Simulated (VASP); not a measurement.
# CdS in VASP: further runs, part 2 of 2

VASP 6.6.1. The steps go on from the part before.

**3. Single point, r2SCAN (uniaxial x strain -2.2%)**

File POSCAR:

```
CdS
1.0
    0.0000000000      2.9392148400      2.9392148400
    2.8739642705      0.0000000000      2.9392148400
    2.8739642705      2.9392148400      0.0000000000
Cd S
1 1
Direct
    0.0000000000      0.0000000000      0.0000000000
    0.2500000000      0.2500000000      0.2500000000
```

File INCAR.step1:

```
SYSTEM = CdS
ALGO = Normal ; EDIFF = 1E-4
ENCUT = 520 ; GGA = PE
ISMEAR = 0 ; LASPH = .TRUE.
LCHARG = .FALSE. ; LREAL = .FALSE.
LWAVE = .TRUE. ; NBANDS = 16
NELM = 80 ; PREC = Accurate
SIGMA = 0.01
```

File INCAR.step2:

```
SYSTEM = CdS
ALGO = Normal ; EDIFF = 1E-6
ENCUT = 520 ; ISIF = 2
ISMEAR = 0 ; ISTART = 1
LASPH = .TRUE. ; LCHARG = .FALSE.
LMIXTAU = .TRUE. ; LREAL = .FALSE.
LWAVE = .FALSE. ; METAGGA = R2SCAN
NBANDS = 16 ; NELM = 80
PREC = Accurate ; SIGMA = 0.01
```

File KPOINTS:

```
k-points
0
G
  8 8 8
  0 0 0
```

Potentials or basis: VASP PAW PBE potentials, release 64 (Cd, S).

Started as:

```console
$ cat potpaw_PBE.64/Cd/POTCAR potpaw_PBE.64/S/POTCAR > POTCAR
$ cp INCAR.step1 INCAR
$ mpirun -np 1 vasp_std > vasp.out
$ cp INCAR.step2 INCAR
$ mpirun -np 1 vasp_std > vasp.out
```

OUTCAR:

```text
SYSTEM = CdS
   EDIFF = 1E-6
   ENCUT = 520
   ISIF = 2
   ISMEAR = 0
   ISTART = 1
   LASPH = .TRUE.
   LREAL = .FALSE.
   METAGGA = R2SCAN
   NELM = 80
   PREC = Accurate

 ion  position               nearest neighbor table
   1  0.000  0.000  0.000-   2 2.53   2 2.53   2 2.53   2 2.53
   2  0.250  0.250  0.250-   1 2.53   1 2.53   1 2.53   1 2.53

  LATTYP: Found a body centered tetragonal cell.
 ALAT       =     4.1566774895
 C/A-ratio  =     1.3828180213

  Lattice vectors:

 A1 = (  -2.8739642705,   0.0000000000,  -2.9392148400)
 A2 = (  -2.8739642705,   0.0000000000,   2.9392148400)
 A3 = (   2.8739642705,   2.9392148400,   0.0000000000)

Analysis of symmetry for initial positions (statically):
=====================================================================
 Subroutine PRICEL returns:
 Original cell was already a primitive cell.

 Routine SETGRP: Setting up the symmetry group for a
 body centered tetragonal supercell.

 Subroutine GETGRP returns: Found  8 space group operations
 (whereof  8 operations were pure point group operations)
 out of a pool of 16 trial point group operations.

The static configuration has the point symmetry D_2d.
[... 160 lines left out ...]

 E-fermi :   1.2012     XC(G=0):  -9.7303

 val. band max:        1.0862199934   @ k =   0.0000   0.0000   0.0000
 cond. band min:       2.6329271455   @ k =   0.0000   0.0000   0.0000
 fundamental gap:      1.5467071521
 Fermi energy:         1.2012166128

 k-point     1 :       0.0000    0.0000    0.0000
  band No.  band energies     occupation
      1     -11.8269      2.00000
      2      -6.9254      2.00000
      3      -6.9254      2.00000
      4      -6.9120      2.00000
      5      -6.4127      2.00000
      6      -6.4046      2.00000
[... 433 lines left out ...]
      3      -6.7909      2.00000
      4      -6.5233      2.00000
      5      -6.4205      2.00000
      6      -6.3655      2.00000
[... 8 lines left out ...]
     15      13.1874      0.00000
     16      14.1089      0.00000

 [... further k-points ...]

------------------------ aborting loop because EDIFF is reached ----------------------------------------

  FORCE on cell =-STRESS in cart. coord.  units (eV):
  Direction    XX          YY          ZZ          XY          YZ          ZX
  --------------------------------------------------------------------------------------
  -------------------------------------------------------------------------------------
  Total        0.6094611      0.5016501      0.5016501      0.0000000      0.0000000      0.0000000
  in kB       19.6644851     16.1859243     16.1859243      0.0000000      0.0000000      0.0000000
  external PRESSURE =      17.3454446 kB  Pullay stress =       0.0000000 kB

 VOLUME and BASIS-vectors are now :
 -----------------------------------------------------------------------------
  energy-cutoff  :      520.00
  volume of cell :       49.66
      direct lattice vectors                 reciprocal lattice vectors
     0.000000000  2.939214840  2.939214840    -0.173975719  0.170113458  0.170113458
     2.873964271  0.000000000  2.939214840     0.173975719 -0.170113458  0.170113458
     2.873964271  2.939214840  0.000000000     0.173975719  0.170113458 -0.170113458

 POSITION                                       TOTAL-FORCE (eV/Angst)
 -----------------------------------------------------------------------------------
      0.00000      0.00000      0.00000        -0.000000      0.000000      0.000000
      1.43698      1.46961      1.46961         0.000000     -0.000000     -0.000000
 -----------------------------------------------------------------------------------
    total drift:                               -0.000002     -0.000007     -0.000007

  FREE ENERGIE OF THE ION-ELECTRON SYSTEM (eV)
  ---------------------------------------------------
  free  energy   TOTEN  =       -29.6779301899 eV

  energy  without entropy=      -29.6779301899  energy(sigma->0) =      -29.67793019
```

OUTCAR.step1:

```text
SYSTEM = CdS
   EDIFF = 1E-4
   ENCUT = 520
   GGA = PE
   ISMEAR = 0
   LASPH = .TRUE.
   LREAL = .FALSE.
[... 677 lines left out ...]
      0.00000      0.00000      0.00000        -0.000000     -0.000000     -0.000000
      1.43698      1.46961      1.46961         0.000000      0.000000      0.000000
 -----------------------------------------------------------------------------------
    total drift:                               -0.000001     -0.000000     -0.000000

  FREE ENERGIE OF THE ION-ELECTRON SYSTEM (eV)
  ---------------------------------------------------
  free  energy   TOTEN  =        -6.1212965323 eV

  energy  without entropy=       -6.1212965323  energy(sigma->0) =       -6.12129653
```

Run time: 2.7 min. Hardware: 1 thread of Intel Xeon 8259CL, shared host; peak memory 0.21 GiB.

What came out:

| Quantity | Value |
| --- | --- |
| Free energy | -29.6779 eV |
| Pressure | 1.7 GPa |
| Band gap on the k mesh | 1.55 eV |

Levels at points of the mesh, in eV from the valence-band top:
| k point | band 6 | band 7 | band 8 | band 9 | band 10 | band 11 | band 12 | band 13 |
| --- | --- | --- | --- | --- | --- | --- | --- | --- |
| (0.00, 0.00, 0.00) | -7.49 | -0.07 | -0.07 | 0.00 | 1.55 | 7.03 | 7.03 | 7.04 |
| (0.50, 0.00, 0.00) | -7.11 | -4.50 | -0.85 | -0.76 | 3.43 | 7.35 | 7.53 | 7.86 |
| (0.50, 0.50, 0.00) | -7.06 | -4.06 | -1.96 | -1.91 | 3.83 | 4.78 | 9.67 | 11.38 |
| (0.00, 0.50, 0.50) | -7.01 | -3.93 | -2.03 | -2.03 | 3.75 | 4.58 | 9.92 | 11.46 |

Caveat: the cell differs from its parent crystal (uniaxial x strain -2.2%); the PAW data sets were made with another functional, which shifts forces and pressure a little.

**4. Single point, r2SCAN (strain along [111] +1.5%)**

File POSCAR:

```
CdS
1.0
    0.0301759390      2.9693907790      2.9693907790
    2.9693907790      0.0301759390      2.9693907790
    2.9693907790      2.9693907790      0.0301759390
Cd S
1 1
Direct
    0.0010770551      0.0010770551      0.0010770551
    0.2489229449      0.2489229449      0.2489229449
```

File INCAR.step1:

```
ALGO = Normal
EDIFF = 1E-4
ENCUT = 520
GGA = PE
ISMEAR = 0
LASPH = True
LCHARG = False
LREAL = False
LWAVE = True
NBANDS = 16
NELM = 100
PREC = Accurate
SIGMA = 0.01
```

File INCAR.step2:

```
ALGO = Normal
EDIFF = 1E-6
ENCUT = 520
ISIF = 2
ISMEAR = 0
ISTART = 1
LASPH = True
LCHARG = False
LMIXTAU = True
LREAL = False
LWAVE = False
METAGGA = R2SCAN
NBANDS = 16
NELM = 100
PREC = Accurate
SIGMA = 0.01
```

File KPOINTS:

```
k-points
0
Gamma
  8 8 8
```

Started as:

```console
$ cat potpaw_PBE.64/Cd/POTCAR potpaw_PBE.64/S/POTCAR > POTCAR
$ cp INCAR.step1 INCAR
$ mpirun -np 1 vasp_std > vasp.out
$ cp INCAR.step2 INCAR
$ mpirun -np 1 vasp_std > vasp.out
```

It took 3.3 min on 1 thread of Intel Xeon 8259CL, shared host; peak memory 0.22 GiB.

The run converged. Its results:

```yaml
Free_energy: -29.6839 eV
Pressure: -0.6 GPa
Band_gap_on_the_k_mesh: 1.48 eV
```

Stress tensor (GPa, compression positive):
```
-0.63 -0.27 -0.27
-0.27 -0.63 -0.27
-0.27 -0.27 -0.63
```

Levels at points of the mesh, in eV from the valence-band top:
```
           k point  band 5  band 6  band 7  band 8  band 9  band 10  band 11  band 12  band 13  band 14
(0.00, 0.00, 0.00)   -7.40   -7.40   -0.06    0.00    0.00     1.48     6.94     7.12     7.12    11.71
(0.50, 0.00, 0.00)   -7.36   -7.04   -4.23   -0.78   -0.71     3.36     7.42     7.43     7.78    11.40
(0.50, 0.50, 0.00)   -7.32   -6.98   -3.83   -1.85   -1.77     3.87     4.70     9.58    11.28    11.29
(0.50, 0.50, 0.50)   -7.37   -7.06   -4.29   -0.70   -0.70     3.49     7.55     7.55     7.69    11.46
```

Caveat: the cell differs from its parent crystal (strain along [111] +1.5%); the PAW data sets were made with another functional, which shifts forces and pressure a little.

**5. Summary**

```tsv
cell	gap on the mesh (eV)	pressure (GPa)
a = 4.123, b = 4.123, c = 4.090 Å, angles 60.3, 60.3, 59.5°, 2 atoms, atomic positions A	1.60	2.4
a = 4.157, b = 4.111, c = 4.111 Å, angles 60.7, 59.6, 59.6°, 2 atoms, atomic positions A	1.55	1.7
a = 4.199 Å, angles 59.3°, 2 atoms, atomic positions B	1.48	-0.6
```

Alike in all rows: task single point; level r2SCAN; potentials or basis VASP PAW PBE potentials, release 64 (Cd, S); no spin polarisation; k mesh 8 × 8 × 8; cutoff (eV) 520; smearing gaussian 0.01 eV.

Caveats: the PAW data sets were made with another functional, which shifts forces and pressure a little.

Total energies depend on the potentials used, so only differences within one code and one set of settings carry meaning.
